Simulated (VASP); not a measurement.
# CoO (I4/mmm) in VASP: further runs, part 2 of 2

VASP 6.6.1. Earlier steps stand in the parts before.

## 4. Single point, PBE, collinear spin, ferromagnetic start (strained)

File INCAR:

```
SYSTEM = CoO
PREC = Accurate ; ENCUT = 520
EDIFF = 1E-6 ; ISMEAR = 0
SIGMA = 0.1 ; LREAL = .False.
LASPH = .True. ; NELM = 150
ALGO = Normal ; ISIF = 2
LWAVE = .False. ; LCHARG = .False.
ISPIN = 2 ; MAGMOM = 2.73 0.35
LORBIT = 11 ; LMAXMIX = 4
GGA = PE ; NBANDS = 18
```

File KPOINTS:

```
regular mesh
0
Gamma
  20 20 20
  0 0 0
```

File POSCAR:

```
CoO
1.0
   -1.5208330800      1.5208330800      2.0935715012
    1.5208330800     -1.5208330800      2.0935715012
    1.5208330800      1.5208330800     -2.0935715012
Co O
1 1
Direct
    0.0000000000      0.0000000000      0.0000000000
    0.5000000000      0.5000000000      0.0000000000
```

Potentials or basis: VASP PAW PBE potentials, release 64 (Co, O).

Started as:

```bash
$ cat potpaw_PBE.64/Co/POTCAR potpaw_PBE.64/O/POTCAR > POTCAR
$ mpirun -np 1 vasp_std > vasp.out
```

OUTCAR:

```text
SYSTEM = CoO
   PREC = Accurate
   ENCUT = 520
   EDIFF = 1E-6
   ISMEAR = 0
   LREAL = .False.
   LASPH = .True.
   NELM = 150
   ISIF = 2
   ISPIN = 2
   LORBIT = 11
   GGA = PE

 ion  position               nearest neighbor table
   1  0.000  0.000  0.000-   2 2.09   2 2.09   2 2.15   2 2.15   2 2.15   2 2.15
   2  0.500  0.500  0.000-   1 2.09   1 2.09   1 2.15   1 2.15   1 2.15   1 2.15

  LATTYP: Found a body centered tetragonal cell.
 ALAT       =     3.0416661600
 C/A-ratio  =     1.3765951890

  Lattice vectors:

 A1 = (  -1.5208330800,   1.5208330800,   2.0935715012)
 A2 = (   1.5208330800,  -1.5208330800,   2.0935715012)
 A3 = (   1.5208330800,   1.5208330800,  -2.0935715012)

Analysis of symmetry for initial positions (statically):
=====================================================================
 Subroutine PRICEL returns:
 Original cell was already a primitive cell.

 Routine SETGRP: Setting up the symmetry group for a
 body centered tetragonal supercell.

 Subroutine GETGRP returns: Found 16 space group operations
 (whereof 16 operations were pure point group operations)
 out of a pool of 16 trial point group operations.

The static configuration has the point symmetry D_4h.

Analysis of symmetry for dynamics (positions and initial velocities):
=====================================================================
 Subroutine PRICEL returns:
 Original cell was already a primitive cell.

 Routine SETGRP: Setting up the symmetry group for a
 body centered tetragonal supercell.

 Subroutine GETGRP returns: Found 16 space group operations
 (whereof 16 operations were pure point group operations)
 out of a pool of 16 trial point group operations.

The dynamic configuration has the point symmetry D_4h.

Analysis of structural, dynamic, and magnetic symmetry:
=====================================================================
 Subroutine PRICEL returns:
 Original cell was already a primitive cell.

[... 149 lines left out ...]
  ext. energy  EPLUGINS =         0.00000000
  ---------------------------------------------------
  free energy    TOTEN  =       -13.05482398 eV

  energy without entropy =      -13.03342105  energy(sigma->0) =      -13.04412252

 E-fermi :   7.8730     XC(G=0): -12.3938

 val. band max:        7.8730093636   @ k =  -0.3500   0.2000   0.0000
 cond. band min:       7.8736612059   @ k =  -0.3500   0.4000   0.1000
 fundamental gap:      0.0006518424
 Fermi energy:         7.8730377651

 spin component 1

 k-point     1 :       0.0000    0.0000    0.0000
  band No.  band energies     occupation
      1     -12.3010      1.00000
      2       4.5914      1.00000
      3       4.6298      1.00000
      4       4.7016      1.00000
      5       4.7113      1.00000
      6       4.7113      1.00000
[... 493 lines left out ...]
     17      34.7615      0.00000
     18      37.1039      0.00000

 [... further k-points ...]

 spin component 2

 k-point     1 :       0.0000    0.0000    0.0000
  band No.  band energies     occupation
      1     -11.7994      1.00000
      2       5.2330      1.00000
      3       5.3669      1.00000
      4       5.3669      1.00000
      5       6.7552      1.00000
      6       6.7553      1.00000
[... 493 lines left out ...]
     17      35.1558      0.00000
     18      37.6716      0.00000

 [... further k-points ...]

------------------------ aborting loop because EDIFF is reached ----------------------------------------

  FORCE on cell =-STRESS in cart. coord.  units (eV):
  Direction    XX          YY          ZZ          XY          YZ          ZX
  --------------------------------------------------------------------------------------
  -------------------------------------------------------------------------------------
  Total       -0.2730771     -0.2730771     -0.2758452      0.0000000      0.0000000      0.0000000
  in kB      -22.5883746    -22.5883746    -22.8173480      0.0000000      0.0000000      0.0000000
  external PRESSURE =     -22.6646991 kB  Pullay stress =       0.0000000 kB

 VOLUME and BASIS-vectors are now :
 -----------------------------------------------------------------------------
  energy-cutoff  :      520.00
  volume of cell :       19.37
      direct lattice vectors                 reciprocal lattice vectors
    -1.520833080  1.520833080  2.093571501     0.000000000  0.328767178  0.238826331
     1.520833080 -1.520833080  2.093571501     0.328767178  0.000000000  0.238826331
     1.520833080  1.520833080 -2.093571501     0.328767178  0.328767178  0.000000000

 POSITION                                       TOTAL-FORCE (eV/Angst)
 -----------------------------------------------------------------------------------
      0.00000      0.00000      0.00000         0.000000      0.000000      0.000000
      0.00000      0.00000      2.09357        -0.000000     -0.000000      0.000000
 -----------------------------------------------------------------------------------
    total drift:                               -0.000000      0.000000     -0.000000

  FREE ENERGIE OF THE ION-ELECTRON SYSTEM (eV)
  ---------------------------------------------------
  free  energy   TOTEN  =       -13.0548239801 eV

  energy  without entropy=      -13.0334210512  energy(sigma->0) =      -13.04412252

 total charge

# of ion       s       p       d       tot
------------------------------------------
    1        0.294   0.355   7.143   7.792
    2        1.556   3.423   0.000   4.979
--------------------------------------------------
tot          1.850   3.778   7.143  12.771

 magnetization (x)

# of ion       s       p       d       tot
------------------------------------------
    1        0.021   0.018   2.518   2.556
    2        0.028   0.270   0.000   0.298
--------------------------------------------------
tot          0.049   0.287   2.518   2.854
```

OSZICAR:

```text
N       E                     dE             d eps       ncg     rms          rms(c)
DAV:   1     0.770493135466E+02    0.77049E+02   -0.67729E+03 48332   0.964E+02
DAV:   2    -0.108342332077E+02   -0.87884E+02   -0.75540E+02 48752   0.221E+02
DAV:   3    -0.156420463485E+02   -0.48078E+01   -0.46974E+01 53936   0.551E+01
DAV:   4    -0.156910115548E+02   -0.48965E-01   -0.48925E-01 56656   0.529E+00
DAV:   5    -0.156921464192E+02   -0.11349E-02   -0.11347E-02 56928   0.800E-01    0.153E+01
DAV:   6    -0.145375900659E+02    0.11546E+01   -0.17117E+01 59528   0.611E+01    0.204E+01
DAV:   7    -0.131578094308E+02    0.13798E+01   -0.80155E+00 57916   0.491E+01    0.814E+00
DAV:   8    -0.130914652296E+02    0.66344E-01   -0.37907E-01 64892   0.826E+00    0.470E+00
DAV:   9    -0.130637022935E+02    0.27763E-01   -0.36058E-01 65462   0.104E+01    0.285E+00
DAV:  10    -0.130615162820E+02    0.21860E-02   -0.48964E-02 63322   0.350E+00    0.141E+00
DAV:  11    -0.130540527713E+02    0.74635E-02   -0.83544E-02 65278   0.471E+00    0.907E-01
DAV:  12    -0.130557140257E+02   -0.16613E-02   -0.20502E-02 66876   0.173E+00    0.467E-01
DAV:  13    -0.130560186917E+02   -0.30467E-03   -0.83597E-04 55222   0.329E-01    0.458E-01
DAV:  14    -0.130555891560E+02    0.42954E-03   -0.20327E-04 65446   0.301E-01    0.350E-01
DAV:  15    -0.130548137261E+02    0.77543E-03   -0.14978E-03 59842   0.892E-01    0.484E-02
DAV:  16    -0.130548193104E+02   -0.55844E-05   -0.24287E-04 56790   0.138E-01    0.265E-02
DAV:  17    -0.130548232035E+02   -0.38931E-05   -0.96425E-06 55102   0.301E-02    0.154E-02
DAV:  18    -0.130548239801E+02   -0.77665E-06   -0.52230E-06 50142   0.397E-02
   1 F= -.13054824E+02 E0= -.13044123E+02  d E =-.214029E-01  mag=     2.9055
```

stdout:

```text
POSCAR found type information on POSCAR CoO
 POSCAR found :  2 types and       2 ions
 scaLAPACK will be used
 LDA part: xc-table for (Slater+PW92), standard interpolation
 POSCAR, INCAR and KPOINTS ok, starting setup
 FFT: planning ... GRIDC
 FFT: planning ... GRID_SOFT
 FFT: planning ... GRID
 WAVECAR not read
 entering main loop
```

It took 6.8 min on 1 thread of Intel Xeon 8259CL, shared host; peak memory 0.44 GiB.

Results:

| Item | Value |
| --- | --- |
| Free energy | -13.0548 eV |
| Pressure | -2.3 GPa |
| Net moment | 2.90 μB per cell |
| Site moments | Co +2.56; O +0.30 μB |
| Valence electrons inside the program's atomic spheres | Co 7.79; O 4.98 |

Levels at points of the mesh, in eV from the Fermi level:
Spin up:
```csv
k point,band 7,band 8,band 9,band 10,band 11,band 12
"(0.00, 0.00, 0.00)",-3.08,-3.08,-2.85,1.00,16.87,18.09
"(0.50, 0.00, 0.00)",-1.78,0.02,0.18,5.07,9.33,13.13
"(0.50, 0.50, 0.00)",-2.41,-2.12,-1.93,5.86,9.70,11.77
"(0.50, 0.50, 0.50)",-2.43,-2.14,-2.14,5.88,10.04,11.50
```
Spin down:
```csv
k point,band 3,band 4,band 5,band 6,band 7,band 8,band 9,band 10
"(0.00, 0.00, 0.00)",-2.51,-2.51,-1.12,-1.12,-1.04,-0.01,0.12,1.56
"(0.50, 0.00, 0.00)",-4.66,-4.56,-0.18,-0.07,0.18,2.65,2.73,5.35
"(0.50, 0.50, 0.00)",-3.89,-3.65,-2.19,0.06,0.16,0.48,1.02,6.71
"(0.50, 0.50, 0.50)",-3.85,-3.85,-2.22,0.14,0.14,0.65,0.93,6.72
```

Caveat: the cell differs from its parent crystal (strained); a cell with one magnetic atom can't hold antiferromagnetic order, which such compounds often take; semilocal functionals often make such compounds metallic where correlation or magnetic order opens a gap, which also shifts bond lengths.

## 5. The runs side by side

| cell | gap on the mesh (eV) | pressure (GPa) | moment (μB) |
| --- | --- | --- | --- |
| a = 2.878 Å, angles 120.0, 120.0, 90.0°, 2 atoms | none | 23.8 | 2.27 |
| a = 2.911 Å, angles 120.0, 120.0, 90.0°, 2 atoms | none | 16.1 | 2.44 |
| a = 3.001 Å, angles 119.1, 119.1, 91.5°, 2 atoms | none | -2.3 | 2.90 |

Alike in all rows: task single point; level PBE; potentials or basis VASP PAW PBE potentials, release 64 (Co, O); spin collinear, ferromagnetic start; k mesh 20 × 20 × 20; cutoff (eV) 520; smearing gaussian 0.1 eV.

Caveats: a cell with one magnetic atom can't hold antiferromagnetic order, which such compounds often take; semilocal functionals often make such compounds metallic where correlation or magnetic order opens a gap, which also shifts bond lengths; the cell stands under pressure (at least some runs).

Total energies depend on the potentials used, so only differences within one code and one set of settings carry meaning.
